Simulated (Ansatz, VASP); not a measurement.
Two plane-wave programs on TaN

```
Ta N
1.0
     5.21326    0.00000    0.00000
    -2.60663    4.51482    0.00000
     0.00000    0.00000    2.92067
Ta N
3 3
Direct
  0.33333 0.66667 0.50000
  0.66667 0.33333 0.50000
  0.00000 0.00000 0.00000
  0.39285 0.00000 0.00000
  0.60715 0.60715 0.00000
  0.00000 0.39285 0.00000
```

Change from the starting cell: volume scaled by 1.01, PAW files.

Alike in both runs: task electric field gradients; functional PBE; k mesh 6 × 6 × 9; occupations fermi-dirac, width 0.01 eV; no spin polarisation.

```csv
,VASP,Ansatz
version,VASP 6.6.1,Ansatz 0.2.0
potentials or method,"VASP PAW PBE potentials, release 64 (Ta_pv, N)","PAW with Ansatz's default frozen-core files, scalar-relativistic"
plane-wave cutoff (eV),520,420
valence electrons in the cell,48,54
```

```tsv
	VASP	Ansatz	Ansatz less VASP
pressure (GPa)	2.4	1.7	-0.71
traceless stress, the component that is largest in VASP (GPa)	-0.38	-0.24	+0.142
rms of the force components (eV/Å)	0.006	0.004	-0.0019
size of Vzz on the site where it differs most (V/Å²)	169.8	129.6	-40.19
```

Atom by atom the forces differ by 0.002 eV/Å (rms over components). VASP's potentials hold 48 valence electrons a cell and Ansatz's 54, so a difference there can come from the potentials and not from the codes.

Spin-orbit coupling is off throughout.
